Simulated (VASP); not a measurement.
# BiBTe3 (P4/mmm) in VASP: notebook, part 2 of 2

VASP 6.6.1. Earlier steps stand in the parts before.

### 4 Single point, PBE

This run uses another cell than the first one, of 30.34 Å³/atom, 1.017 times its volume.

INCAR reads:

```
SYSTEM = BiBTe3
  PREC = Accurate
  ENCUT = 520
  EDIFF = 1E-6
  ISMEAR = 0
  SIGMA = 0.1
  LREAL = .FALSE.
  LASPH = .TRUE.
  NELM = 60
  ALGO = Normal
  ISIF = 2
  LWAVE = .FALSE.
  LCHARG = .FALSE.
  GGA = PE
  NBANDS = 26
```

KPOINTS reads:

```
Automatic mesh
0
G
  6 6 2
  0 0 0
```

POSCAR reads:

```
BiBTe3
1.0
    3.4709093428      0.0000000000      0.0000000000
    0.0000000000      3.4709093428      0.0000000000
    0.0000000000      0.0000000000     12.5911499184
B Bi Te
1 1 3
Direct
    0.5000000000      0.5000000000      0.5000000000
    0.0000000000      0.0000000000      0.5000000000
    0.0000000000      0.0000000000      0.7649894601
    0.0000000000      0.0000000000      0.2350105399
    0.0000000000      0.0000000000      0.0000000000
```

The run is started by

```console
$ cat potpaw_PBE.64/B/POTCAR potpaw_PBE.64/Bi_d/POTCAR potpaw_PBE.64/Te/POTCAR > POTCAR
$ mpirun -np 1 vasp_std > vasp.out
```

Run time: 46 s. Hardware: 1 thread of Intel Xeon 6975P-C (Granite Rapids), shared host; peak memory 0.29 GiB.

The run converged. Its results:

```yaml
Free_energy: -16.4132 eV
Pressure: 0.0 GPa
Largest_force: 0.015 eV/Å
Band_gap_on_the_k_mesh: zero (band 18 reaches 6.95 eV, above the bottom of band 19 at 3.21 eV)
```

Forces on the atoms (eV/Å):
```
B    0.000  0.000  0.000
Bi   0.000  0.000  0.000
Te   0.000  0.000  0.015
Te   0.000  0.000 -0.015
Te   0.000  0.000  0.000
```

Levels at points of the mesh, in eV from the Fermi level:
```
           k point  band 14  band 15  band 16  band 17  band 18  band 19  band 20  band 21  band 22  band 23
(0.00, 0.00, 0.00)    -1.63    -0.68     0.27     0.27     1.04     1.04     1.77     1.77     1.85     4.81
(0.50, 0.00, 0.00)    -3.17    -1.13    -0.62    -0.04     1.06     1.51     1.87     2.41     3.46     3.63
(0.50, 0.50, 0.00)    -3.74    -3.36    -2.99    -2.99    -2.16    -2.16    -0.12     0.60     0.69     2.87
(0.00, 0.00, 0.50)    -0.78    -0.52     0.25     0.25     1.08     1.08     1.09     1.74     1.74     4.33
(0.50, 0.00, 0.50)    -3.30    -2.66     0.06     1.08     1.51     1.70     1.78     2.01     2.54     3.39
(0.50, 0.50, 0.50)    -3.78    -2.90    -2.90    -2.89    -2.23    -2.23    -1.50     0.60     2.96     3.01
```

Caveat: spin-orbit coupling is left out, which moves the levels of the heavy elements.

### 5 Relaxation of cell and atoms, PBE

This run uses another cell than the first one, of 34.91 Å³/atom, 1.170 times its volume.

INCAR reads:

```
ALGO = Normal ; EDIFF = 1E-6
EDIFFG = -0.04 ; ENCUT = 600
GGA = PE ; IBRION = 2
ISIF = 3 ; ISMEAR = 0
LASPH = T ; LCHARG = F
LREAL = F ; LWAVE = F
NELM = 100 ; NSW = 90
PREC = Accurate ; SIGMA = 0.1
```

KPOINTS reads:

```
k-points
0
Gamma
  4 4 2
```

POSCAR reads:

```
BiBTe3
1.0
    4.3155205400      0.0000000000      0.0000000000
    0.0000000000      4.3155205400      0.0000000000
    0.0000000000      0.0000000000      9.3735487900
B Bi Te
1 1 3
Direct
    0.5000000000      0.5000000000      0.5000000000
    0.0000000000      0.0000000000      0.5000000000
    0.0000000000      0.0000000000      0.7139505300
    0.0000000000      0.0000000000      0.2860494700
    0.0000000000      0.0000000000      0.0000000000
```

The run is started by

```console
$ cat potpaw_PBE.64/B/POTCAR potpaw_PBE.64/Bi_d/POTCAR potpaw_PBE.64/Te/POTCAR > POTCAR
$ mpirun -np 1 vasp_std > vasp.out
```

It took 28 min on 1 thread of Intel Xeon 6975P-C (Granite Rapids), shared host; peak memory 0.39 GiB.

Results (log left out):

| Item | Value |
| --- | --- |
| Free energy | -16.9168 eV |
| Relaxed volume | 29.79 Å³/atom |
| Relaxed cell | a = 3.444 Å, b = 3.444 Å, c = 12.561 Å, α = 90.00°, β = 90.00°, γ = 90.00° |
| Space group after relaxing (to 0.05 Å) | P4/mmm (No. 123) |
| Energy gained by relaxing | 3841.1 meV/atom |
| Ionic steps | 56 |
| Pressure after relaxing | 0.0 GPa |
| Largest force after relaxing | 0.011 eV/Å |
| Band gap on the k mesh | zero (band 18 reaches 7.05 eV, above the bottom of band 19 at 3.33 eV) |

Forces on the atoms (eV/Å):
```
B    0.000  0.000  0.000
Bi   0.000  0.000  0.000
Te   0.000  0.000 -0.011
Te   0.000  0.000  0.011
Te   0.000  0.000  0.000
```

Step by step:
```
step  energy change (eV)  largest force (eV/Å)  pressure (GPa)  volume (Å³)
   1              0.0000               30.8795           42.22       174.57
   3            -13.4409                0.1558           -5.55       365.00
   5            -14.6107                0.5701           -3.34       327.58
   7            -14.4909                1.7672           -1.31       304.18
   9            -14.4591                1.4561           -1.91       319.70
  11            -15.8795                0.6645           -3.87       288.96
  13            -16.8869                0.6813           -4.71       261.89
  15            -17.7502                0.0816           -3.99       234.06
  17            -18.1050                0.5441           -0.31       207.01
  19            -18.1884                1.0343           -0.10       206.15
  21            -18.2680                0.8293           -0.28       206.04
  23            -18.4590                0.3705           -2.73       204.34
  25            -18.5449                0.0974           -1.53       199.70
  27            -18.7008                0.6594            1.16       167.78
  29            -18.9178                0.0764            1.90       149.67
  31            -18.8827                0.4933            2.90       148.49
  33            -18.9504                0.3318            3.66       142.07
  35            -18.9944                0.1275            4.10       138.92
  37            -19.0441                0.0607            3.75       138.61
  39            -19.1534                0.1370            0.47       148.25
  41            -19.1559                0.1820            0.17       150.85
  43            -19.1568                0.1938           -0.07       151.16
  45            -19.1685                0.2647           -0.04       150.48
  47            -19.1567                0.2462            0.55       147.65
  49            -19.1862                0.3224            0.15       149.11
  51            -19.1961                0.1682            0.15       148.69
  53            -19.1967                0.1170            0.18       148.55
  55            -19.2047                0.0128           -0.02       149.07
  56            -19.2053                0.0112            0.02       148.97
```

Final structure:
```xyz
5
Lattice="3.4437 0.0000 0.0000 0.0000 3.4437 0.0000 0.0000 0.0000 12.5615" Properties=species:S:1:pos:R:3 pbc="T T T"
B     1.7219    1.7219    6.2807
Bi    0.0000    0.0000    6.2807
Te    0.0000    0.0000    9.5063
Te    0.0000    0.0000    3.0552
Te    0.0000    0.0000    0.0000
```

Levels at points of the mesh, in eV from the Fermi level:
```
           k point  band 15  band 16  band 17  band 18  band 19  band 20  band 21  band 22
(0.00, 0.00, 0.00)    -0.45     0.80     0.80     1.41     1.41     1.77     2.07     2.07
(0.50, 0.00, 0.00)    -0.98    -0.54     0.02     1.59     1.61     2.29     2.67     3.71
(0.50, 0.50, 0.00)    -3.06    -2.75    -2.75    -1.98    -1.98     0.08     0.58     0.74
(0.00, 0.00, 0.50)    -0.26     0.77     0.77     0.99     1.47     1.47     2.03     2.03
(0.50, 0.00, 0.50)    -2.75     0.13     1.59     1.65     1.88     2.12     2.13     2.87
(0.50, 0.50, 0.50)    -2.63    -2.63    -2.41    -2.07    -2.07    -1.57     0.58     2.97
```

Caveat: the k points lie up to 0.46 Å⁻¹ apart in the final cell; spin-orbit coupling is left out, which moves the levels of the heavy elements.

### 6 Single point, PBE

This run uses another cell than the first one, of 30.20 Å³/atom, 1.013 times its volume.

INCAR reads:

```
PREC     = Accurate       # precision mode
ENCUT    = 520            # plane-wave cutoff, eV
EDIFF    = 1E-6           # SCF threshold, eV
ISMEAR   = 0              # smearing method
SIGMA    = 0.1            # smearing width, eV
LREAL    = False          # projectors in reciprocal space
LASPH    = True           # aspherical terms in the spheres
NELM     = 60             # most SCF steps
ALGO     = Normal         # electronic algorithm
ISIF     = 2              # what is computed and relaxed
LWAVE    = False          # write WAVECAR
LCHARG   = False          # write CHGCAR
GGA      = PE             # functional
NBANDS   = 26             # bands
```

KPOINTS reads:

```
regular mesh
0
Gamma
  12 12 4
```

POSCAR reads:

```
BiBTe3
1.0
    3.3966535604      0.0000000000      0.0000000000
    0.0000000000      3.3966535604      0.0000000000
    0.0000000000      0.0000000000     13.0895615387
B Bi Te
1 1 3
Direct
    0.5000000000      0.5000000000      0.5000000000
    0.0000000000      0.0000000000      0.5000000000
    0.0000000000      0.0000000000      0.7694929427
    0.0000000000      0.0000000000      0.2305070573
    0.0000000000      0.0000000000      0.0000000000
```

Potentials or basis: VASP PAW PBE potentials, release 64 (B, Bi_d, Te).

The run is started by

```console
$ cat potpaw_PBE.64/B/POTCAR potpaw_PBE.64/Bi_d/POTCAR potpaw_PBE.64/Te/POTCAR > POTCAR
$ mpirun -np 1 vasp_std > vasp.out
```

Wall time 2.6 min (1 thread of Intel Xeon 6975P-C (Granite Rapids), shared host); peak memory 0.47 GiB.

It converged, with:

```
Free energy            : -16.5142 eV
Pressure               : 0.0 GPa
Band gap on the k mesh : zero (band 18 reaches 7.01 eV, above the bottom of band 19 at 3.08 eV)
```

Levels at points of the mesh, in eV from the Fermi level:
```
           k point  band 16  band 17  band 18  band 19  band 20  band 21
(0.00, 0.00, 0.00)     0.56     0.56     1.27     1.27     1.32     1.92
(0.50, 0.00, 0.00)    -0.79    -0.11     1.49     1.67     2.21     2.76
(0.50, 0.50, 0.00)    -3.13    -3.00    -2.40    -2.40    -0.14     0.68
(0.00, 0.00, 0.50)     0.55     0.55     0.60     1.29     1.29     1.91
(0.50, 0.00, 0.50)    -0.04     1.06     1.50     1.67     1.70     2.17
(0.50, 0.50, 0.50)    -3.09    -2.73    -2.43    -2.43    -1.13     0.68
```

Caveat: spin-orbit coupling is left out, which moves the levels of the heavy elements.

### 7 Relaxation of cell and atoms, PBE

INCAR reads:

```
PREC = Accurate
ENCUT = 600
EDIFF = 1E-6
ISMEAR = 0
SIGMA = 0.1
LREAL = False
LASPH = True
NELM = 60
ALGO = Normal
ISIF = 3
LWAVE = False
LCHARG = False
GGA = PE
IBRION = 2
NSW = 90
EDIFFG = -0.04
```

KPOINTS reads:

```
Automatic mesh
0
Gamma
  6 6 2
```

POSCAR reads:

```
BiBTe3
1.0
    3.4446632071      0.0000000000      0.0000000000
    0.0000000000      3.4446632071      0.0000000000
    0.0000000000      0.0000000000     12.5692317909
B Bi Te
1 1 3
Direct
    0.5000000000      0.5000000000      0.5000000000
    0.0000000000      0.0000000000      0.5000000000
    0.0000000000      0.0000000000      0.7566892889
    0.0000000000      0.0000000000      0.2433107111
    0.0000000000      0.0000000000      0.0000000000
```

The run is started by

```console
$ cat potpaw_PBE.64/B/POTCAR potpaw_PBE.64/Bi_d/POTCAR potpaw_PBE.64/Te/POTCAR > POTCAR
$ mpirun -np 1 vasp_std > vasp.out
```

It took 3.9 min on 1 thread of Intel Xeon 6975P-C (Granite Rapids), shared host; peak memory 0.33 GiB.

Results (log left out):

```yaml
Free_energy: -16.4135 eV
Relaxed_volume: 30.32 Å³/atom
Relaxed_cell: a = 3.469 Å, b = 3.469 Å, c = 12.598 Å, α = 90.00°, β = 90.00°, γ = 90.00°
Space_group_after_relaxing_to_0.05_Å: P4/mmm (No. 123)
Energy_gained_by_relaxing: 12.1 meV/atom
Ionic_steps: 9
Pressure_after_relaxing: 0.0 GPa
Largest_force_after_relaxing: 0.009 eV/Å
Band_gap_on_the_k_mesh: zero (band 18 reaches 6.96 eV, above the bottom of band 19 at 3.22 eV)
```

Forces on the atoms (eV/Å):
```
B    0.000  0.000  0.000
Bi   0.000  0.000  0.000
Te   0.000  0.000 -0.009
Te   0.000  0.000  0.009
Te   0.000  0.000  0.000
```

Step by step:
```
step  energy change (eV)  largest force (eV/Å)  pressure (GPa)  volume (Å³)
   1              0.0000                0.4724            0.39       149.14
   2             -0.0358                0.2766            0.02       150.70
   3             -0.0360                0.2547            0.01       150.85
   4             -0.0449                0.1997           -0.07       151.15
   5             -0.0588                0.0508           -0.22       152.07
   6             -0.0598                0.0059           -0.23       152.35
   7             -0.0598                0.0067           -0.24       152.43
   8             -0.0595                0.0119            0.31       150.61
   9             -0.0606                0.0089            0.01       151.61
```

Final structure:
```yaml
crystal:
  lattice:
    - [3.46917, 0.00000, 0.00000]
    - [0.00000, 3.46917, 0.00000]
    - [0.00000, 0.00000, 12.59761]
  atoms:
    - { symbol: B, position: [0.50000, 0.50000, 0.50000] }
    - { symbol: Bi, position: [0.00000, 0.00000, 0.50000] }
    - { symbol: Te, position: [0.00000, 0.00000, 0.76548] }
    - { symbol: Te, position: [0.00000, 0.00000, 0.23452] }
    - { symbol: Te, position: [0.00000, 0.00000, 0.00000] }
```

Levels at points of the mesh, in eV from the Fermi level:
```
           k point  band 14  band 15  band 16  band 17  band 18  band 19  band 20  band 21  band 22
(0.00, 0.00, 0.00)    -1.63    -0.66     0.26     0.26     1.04     1.04     1.77     1.77     1.85
(0.50, 0.00, 0.00)    -3.18    -1.13    -0.63    -0.05     1.06     1.52     1.88     2.42     3.47
(0.50, 0.50, 0.00)    -3.76    -3.36    -3.00    -3.00    -2.16    -2.16    -0.12     0.60     0.70
(0.00, 0.00, 0.50)    -0.77    -0.53     0.24     0.24     1.08     1.08     1.10     1.74     1.74
(0.50, 0.00, 0.50)    -3.30    -2.64     0.06     1.08     1.52     1.68     1.79     2.02     2.55
(0.50, 0.50, 0.50)    -3.79    -2.91    -2.91    -2.91    -2.23    -2.23    -1.48     0.60     2.95
```

Caveat: spin-orbit coupling is left out, which moves the levels of the heavy elements.

### 8 Summary

```tsv
task	cell	k mesh	cutoff (eV)	gap on the mesh (eV)	pressure (GPa)	relaxed volume (Å³/atom)	largest force (eV/Å)
single point	a = 3.445, b = 3.445, c = 12.569 Å, 5 atoms	4 × 4 × 2	520	none	0.0	-	-
single point	a = 4.316, b = 4.316, c = 9.374 Å, 5 atoms	4 × 4 × 2	520	none	42.2	-	30.88
single point	a = 3.471, b = 3.471, c = 12.591 Å, 5 atoms	6 × 6 × 2	520	none	0.0	-	0.02
relaxation of cell and atoms	relaxed from a = 4.316, b = 4.316, c = 9.374 Å, 5 atoms	4 × 4 × 2	600	none	0.0	29.79	0.01
single point	a = 3.397, b = 3.397, c = 13.090 Å, 5 atoms	12 × 12 × 4	520	none	0.0	-	-
relaxation of cell and atoms	relaxed from a = 3.445, b = 3.445, c = 12.569 Å, 5 atoms	6 × 6 × 2	600	none	0.0	30.32	0.01
```

Alike in all rows: level PBE; potentials or basis VASP PAW PBE potentials, release 64 (B, Bi_d, Te); no spin polarisation; smearing gaussian 0.1 eV.

Caveats: some runs use coarse meshes; spin-orbit coupling is left out, which moves the levels of the heavy elements; forces of over 1 eV/Å act on the atoms, so gaps and moduli don't describe the material at rest (some runs).

Absolute energies hang on the potentials; compare differences alone.
